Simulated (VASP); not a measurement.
# Co (P6_3/mmc) in VASP: further runs

Runs on Co. Level: PBE. Tasks: single point.

Program: VASP 6.6.1. These are calculated values, not measurements. Logs are shortened: lines on timing, memory, paths and dates and some standing lists are left out, and cuts for length are marked.

## (1) The cell of the first run

The structure is hexagonal, space group P6_3/mmc (No. 194). The conventional cell has a = 2.591 Å, b = 2.591 Å, c = 8.393 Å, α = 90.00°, β = 90.00°, γ = 120.00°. Co (site symmetry -3m) has 12 Co at 2.58 to 2.59 Å within 3.4 Å. Co (site symmetry -6m2) has 12 Co at 2.58 to 2.59 Å within 3.4 Å.

## (2) Single point, PBE, collinear spin, ferromagnetic start (12.20 Å³/atom)

Contents of INCAR:

```
ALGO = Normal
EDIFF = 1E-7
ENCUT = 520
GGA = PE
ISIF = 2
ISMEAR = -1
ISPIN = 2
LASPH = T
LCHARG = F
LMAXMIX = 4
LORBIT = 11
LREAL = F
LWAVE = F
MAGMOM = 1.707 1.707 1.725 1.725
NBANDS = 30
NELM = 150
PREC = Accurate
SIGMA = 0.05
```

Contents of KPOINTS:

```
k-points
0
Gamma
  16 16 5
```

Contents of POSCAR:

```
Co
1.0
    2.5912379112      0.0000000000      0.0000000000
   -1.2956189556      2.2440778584      0.0000000000
    0.0000000000      0.0000000000      8.3928652553
Co
4
Direct
    1.0000000000      0.0000000000      1.0000000000
    0.0000000000      0.0000000000      0.5000000000
    0.3333333333      0.6666666667      0.2500000000
    0.6666666667      0.3333333333      0.7500000000
```

Potentials or basis: VASP PAW PBE potentials, release 64 (Co).

Run with:

```
cat potpaw_PBE.64/Co/POTCAR > POTCAR
mpirun -np 1 vasp_std > vasp.out
```

OUTCAR:

```text
EDIFF = 1E-7
   ENCUT = 520
   GGA = PE
   ISIF = 2
   ISMEAR = -1
   ISPIN = 2
   LASPH = T
   LORBIT = 11
   LREAL = F
   NELM = 150
   PREC = Accurate

 ion  position               nearest neighbor table
   1  0.000  0.000  0.000-   3 2.58   4 2.58   4 2.58   3 2.58   4 2.58   3 2.58
   2  0.000  0.000  0.500-   3 2.58   4 2.58   4 2.58   3 2.58   4 2.58   3 2.58
   3  0.333  0.667  0.250-   1 2.58   2 2.58   1 2.58   2 2.58   1 2.58   2 2.58
   4  0.667  0.333  0.750-   1 2.58   2 2.58   1 2.58   2 2.58   1 2.58   2 2.58

  LATTYP: Found a hexagonal cell.
 ALAT       =     2.5912379112
 C/A-ratio  =     3.2389404381

  Lattice vectors:

 A1 = (   2.5912379112,   0.0000000000,   0.0000000000)
 A2 = (  -1.2956189556,   2.2440778584,   0.0000000000)
 A3 = (   0.0000000000,   0.0000000000,   8.3928652553)

Analysis of symmetry for initial positions (statically):
=====================================================================
 Subroutine PRICEL returns:
 Original cell was already a primitive cell.

 Routine SETGRP: Setting up the symmetry group for a
 hexagonal supercell.

 Subroutine GETGRP returns: Found 24 space group operations
 (whereof 12 operations were pure point group operations)
 out of a pool of 24 trial point group operations.

The static configuration has the point symmetry D_3d.
 The point group associated with its full space group is D_6h.

Analysis of symmetry for dynamics (positions and initial velocities):
=====================================================================
 Subroutine PRICEL returns:
 Original cell was already a primitive cell.

 Routine SETGRP: Setting up the symmetry group for a
 hexagonal supercell.

 Subroutine GETGRP returns: Found 24 space group operations
 (whereof 12 operations were pure point group operations)
 out of a pool of 24 trial point group operations.

The dynamic configuration has the point symmetry D_3d.
 The point group associated with its full space group is D_6h.

Analysis of structural, dynamic, and magnetic symmetry:
=====================================================================
 Subroutine PRICEL returns:
 Original cell was already a primitive cell.

 Routine SETGRP: Setting up the symmetry group for a
 hexagonal supercell.

 Subroutine GETGRP returns: Found 24 space group operations
 (whereof 12 operations were pure point group operations)
 out of a pool of 24 trial point group operations.

The overall configuration has the point symmetry D_3d.
 The point group associated with its full space group is D_6h.

 Subroutine INISYM returns: Found 24 space group operations
 (whereof 12 operations are pure point group operations),
 and found     1 'primitive' translations

----------------------------------------------------------------------------------------

                                     Primitive cell

  volume of cell :      48.8040

  direct lattice vectors                    reciprocal lattice vectors
     2.591237911  0.000000000  0.000000000     0.385915934  0.222808669  0.000000000
    -1.295618956  2.244077858  0.000000000     0.000000000  0.445617337  0.000000000
     0.000000000  0.000000000  8.392865255     0.000000000  0.000000000  0.119148821

  length of vectors
     2.591237911  2.591237911  8.392865255     0.445617337  0.445617337  0.119148821

  position of ions in fractional coordinates (direct lattice)
     0.000000000  0.000000000  0.000000000
     0.000000000  0.000000000  0.500000000
     0.333333333  0.666666667  0.250000000
     0.666666667  0.333333333  0.750000000

  ion indices of the primitive-cell ions
   primitive index   ion index
                 1           1
                 2           2
                 3           3
                 4           4

----------------------------------------------------------------------------------------

 KPOINTS: k-points

Automatic generation of k-mesh.
 Grid dimensions read from file:
 generate k-points for:   16   16    5

 Generating k-lattice:

  Cartesian coordinates                     Fractional coordinates (reciprocal lattice)
     0.024119746  0.013925542  0.000000000     0.062500000 -0.000000000  0.000000000
     0.000000000  0.027851084  0.000000000     0.000000000  0.062500000  0.000000000
     0.000000000  0.000000000  0.023829764     0.000000000  0.000000000  0.200000000

  Length of vectors
     0.027851084  0.027851084  0.023829764

  Shift w.r.t. Gamma in fractional coordinates (k-lattice)
     0.000000000  0.000000000  0.000000000

 Subroutine IBZKPT returns following result:
 ===========================================

 Found     90 irreducible k-points:

 Following reciprocal coordinates:
            Coordinates               Weight
  0.000000  0.000000  0.000000      1.000000
  0.062500 -0.000000  0.000000      6.000000
  0.125000 -0.000000  0.000000      6.000000
  0.187500  0.000000  0.000000      6.000000
  0.250000 -0.000000  0.000000      6.000000
  0.312500  0.000000  0.000000      6.000000
[... 16 lines left out ...]
  0.187500  0.187500  0.000000      6.000000
  0.250000  0.187500  0.000000     12.000000
 [... further k-points ...]
   k-points           NKPTS =     90   k-points in BZ     NKDIM =     90   number of bands    NBANDS=     30
   number of dos      NEDOS =    301   number of ions     NIONS =      4
   total plane-waves  NPLWV =  25600
   dimension x,y,z NGX =    20 NGY =   20 NGZ =   64
   dimension x,y,z NGXF=    40 NGYF=   40 NGZF=  128
   ions per type =               4
   NGX,Y,Z   is equivalent  to a cutoff of  12.83, 12.83, 12.68 a.u.
   NGXF,Y,Z  is equivalent  to a cutoff of  25.66, 25.66, 25.35 a.u.
 SYSTEM =  unknown system
   PREC   = accura    normal or accurate (medium, high low for compatibility)
   ISTART =      0    job   : 0-new  1-cont  2-samecut
   ICHARG =      2    charge: 1-file 2-atom 10-const
   ISPIN  =      2    spin polarized calculation?
   LNONCOLLINEAR =      F non collinear calculations
   LSORBIT =      F    spin-orbit coupling
   LASPH  =      T    aspherical Exc in radial PAW
   ENCUT  =  520.0 eV  38.22 Ry    6.18 a.u.   4.82  4.82 15.61*2*pi/ulx,y,z
   NELM   =    150;   NELMIN=  2; NELMDL= -5     # of ELM steps
   EDIFF  = 0.1E-06   stopping-criterion for ELM
   LREAL  =      F    real-space projection
   EDIFFG = 0.1E-05   stopping-criterion for IOM
   NSW    =      0    number of steps for IOM
   IBRION =     -1    ionic relax: 0-MD 1-quasi-New 2-CG
   NFREE  =      0    steps in history (QN), initial steepest desc. (CG)
   ISIF   =      2    stress and relaxation
   ISYM   =      2    0-nonsym 1-usesym 2-fastsym
   POTIM  = 0.5000    time-step for ionic-motion
   TEBEG  =    0.0;   TEEND  =   0.0 temperature during run
   PSTRESS=    0.0 pullay stress
   NELECT =      36.0000    total number of electrons
   NUPDOWN=      -1.0000    fix difference up-down
   EMIN   =  10.00;   EMAX   =-10.00  energy-range for DOS
   EFERMI =   0.00;   METHOD = LEGACY
   ISMEAR =    -1;   SIGMA  =   0.05  broadening in eV -4-tet -1-fermi 0-gaus
   EFERMI_NEDOS =   21; number of points for ismear=-14 and -15
   IALGO  =     38    algorithm
   IMIX   =      4    mixing-type and parameters
     AMIX     =   0.40;   BMIX     =  1.00
     AMIX_MAG =   1.60;   BMIX_MAG =  1.00
  volume/ion in A,a.u.               =      12.20        82.34
  Fermi-wavevector in a.u.,A,eV,Ry     =   1.479190  2.795263 29.769573  2.188002
  Thomas-Fermi vector in A             =   2.593378
   LORBIT       =     11    0 simple, 1 ext, 2 COOP (PROOUT), +10 PAW based schemes
   GGA     = PE    functional components
   LHFCALC =     F    Hartree Fock is set to
   AEXX    =    0.0000 exact exchange contribution
   IVDW    =     0    specifies the selected vdW correction
   LEPSILON=     F    determine dielectric tensor
   LRPA    =     F    only Hartree local field effects (RPA)
 spin polarized calculation
  energy-cutoff  :      520.00
  volume of cell :       48.80
 maximum number of plane-waves:      1332
 NGX is ok and might be reduce to    20
   NGX =  9   NGY =  9   NGZ = 31

 number of electron      35.9999992 magnetization       6.8775456

 Free energy of the ion-electron system (eV)
  ---------------------------------------------------
  ext. energy  EPLUGINS =         0.00000000
  ---------------------------------------------------
  free energy    TOTEN  =       -27.78350770 eV

  energy without entropy =      -27.74882987  energy(sigma->0) =      -27.76616878

 E-fermi :   8.7573     XC(G=0): -12.7297

 val. band max:        8.7558064314   @ k =   0.1250  -0.0000   0.2000
 cond. band min:       8.7598784177   @ k =   0.2500   0.1250   0.0000
 fundamental gap:      0.0040719863
 Fermi energy:         8.7573466419

 spin component 1

 k-point     1 :       0.0000    0.0000    0.0000
  band No.  band energies     occupation
      1       0.4504      1.00000
      2       2.5129      1.00000
      3       2.5380      1.00000
      4       4.0640      1.00000
      5       5.9478      1.00000
      6       5.9719      1.00000
[... 781 lines left out ...]
     29      19.3372      0.00000
     30      20.8389      0.00000

 [... further k-points ...]

 spin component 2

 k-point     1 :       0.0000    0.0000    0.0000
  band No.  band energies     occupation
      1       0.4368      1.00000
      2       2.5757      1.00000
      3       2.5810      1.00000
      4       5.0451      1.00000
      5       7.3777      1.00000
      6       7.4419      1.00000
[... 781 lines left out ...]
     29      19.8482      0.00000
     30      21.2893      0.00000

 [... further k-points ...]

------------------------ aborting loop because EDIFF is reached ----------------------------------------

  FORCE on cell =-STRESS in cart. coord.  units (eV):
  Direction    XX          YY          ZZ          XY          YZ          ZX
  --------------------------------------------------------------------------------------
  -------------------------------------------------------------------------------------
  Total       -5.6069579     -5.6069579     -5.6039930      0.0000000      0.0000000      0.0000000
  in kB     -184.0697493   -184.0697493   -183.9724128      0.0000000      0.0000000      0.0000000
  external PRESSURE =    -184.0373038 kB  Pullay stress =       0.0000000 kB

 VOLUME and BASIS-vectors are now :
 -----------------------------------------------------------------------------
  energy-cutoff  :      520.00
  volume of cell :       48.80
      direct lattice vectors                 reciprocal lattice vectors
     2.591237911  0.000000000  0.000000000     0.385915934  0.222808669  0.000000000
    -1.295618956  2.244077858  0.000000000     0.000000000  0.445617337  0.000000000
     0.000000000  0.000000000  8.392865255     0.000000000  0.000000000  0.119148821

 POSITION                                       TOTAL-FORCE (eV/Angst)
 -----------------------------------------------------------------------------------
      0.00000      0.00000      0.00000        -0.000000      0.000000      0.000000
      0.00000      0.00000      4.19643        -0.000000      0.000000      0.000000
     -0.00000      1.49605      2.09822        -0.000000      0.000000      0.000000
      1.29562      0.74803      6.29465         0.000000      0.000000     -0.000000
 -----------------------------------------------------------------------------------
    total drift:                                0.000000     -0.000000      0.000000

  FREE ENERGIE OF THE ION-ELECTRON SYSTEM (eV)
  ---------------------------------------------------
  free  energy   TOTEN  =       -27.7835076962 eV

  energy  without entropy=      -27.7488298693  energy(sigma->0) =      -27.76616878

 total charge

# of ion       s       p       d       tot
------------------------------------------
    1        0.445   0.429   7.194   8.069
    2        0.445   0.429   7.194   8.069
    3        0.445   0.431   7.188   8.065
    4        0.445   0.431   7.188   8.065
--------------------------------------------------
tot          1.780   1.721  28.766  32.268

 magnetization (x)

# of ion       s       p       d       tot
------------------------------------------
    1       -0.012  -0.048   1.812   1.753
    2       -0.012  -0.048   1.812   1.753
    3       -0.011  -0.049   1.827   1.767
    4       -0.011  -0.049   1.827   1.767
--------------------------------------------------
tot         -0.046  -0.194   7.280   7.040
```

Run time: 2 min. Hardware: 1 thread of AMD EPYC 9R45 (Zen 5), shared host; peak memory 0.27 GiB.

What came out:

```
Free energy                                           : -27.7835 eV
Pressure                                              : -18.4 GPa
Net moment                                            : 6.88 μB per cell
Site moments                                          : Co +1.75, +1.77 (each value once) μB
Valence electrons inside the program's atomic spheres : Co 8.07, 8.06 (each value once)
```

Caveat: the cell stands under tension.

## (3) Single point, PBE, collinear spin, ferromagnetic start

This run uses another cell than the first one, of 10.89 Å³/atom.

Contents of INCAR:

```
SYSTEM = Co
ALGO = Normal ; EDIFF = 1E-6
ENCUT = 520 ; GGA = PE
ISIF = 2 ; ISMEAR = -1
ISPIN = 2 ; LASPH = .True.
LCHARG = .True. ; LELF = .True.
LMAXMIX = 4 ; LORBIT = 11
LREAL = .False. ; LVHAR = .True.
LWAVE = .False. ; MAGMOM = 1.704 1.704 1.724 1.724
NBANDS = 30 ; NELM = 150
PREC = Accurate ; SIGMA = 0.05
```

Contents of KPOINTS:

```
k-points
0
Gamma
  19 19 5
  0 0 0
```

Contents of POSCAR:

```
Co
1.0
    2.4951747762      0.0000000000      0.0000000000
   -1.2475873881      2.1608847431      0.0000000000
    0.0000000000      0.0000000000      8.0817221001
Co
4
Direct
    0.0000000000      1.0000000000      0.0000000000
    1.0000000000      1.0000000000      0.5000000000
    0.3333333333      0.6666666667      0.2500000000
    0.6666666667      0.3333333333      0.7500000000
```

Potentials or basis: VASP PAW PBE potentials, release 64 (Co).

Run with:

```
cat potpaw_PBE.64/Co/POTCAR > POTCAR
mpirun -np 1 vasp_std > vasp.out
```

Wall time 2.5 min (1 thread of AMD EPYC 9R45 (Zen 5), shared host); peak memory 0.3 GiB.

It converged, with:

- Free energy: -28.1365 eV
- Pressure: -0.7 GPa
- Net moment: 6.54 μB per cell
- Site moments: Co +1.65, +1.66 (each value once) μB
- Valence electrons inside the program's atomic spheres: Co 8.27, 8.26 (each value once)

Levels at points of the mesh, in eV from the Fermi level:
Spin up:
```tsv
k point	band 19	band 20	band 21	band 22	band 23	band 24
(0.00, 0.00, 0.00)	-1.53	-1.21	-1.21	-0.82	-0.82	-0.16
```
Spin down:
```
           k point  band 11  band 12  band 13  band 14  band 15  band 16  band 17  band 18
(0.00, 0.00, 0.00)    -1.05    -0.82    -0.82    -0.78    -0.78    -0.21     0.05     0.05
```
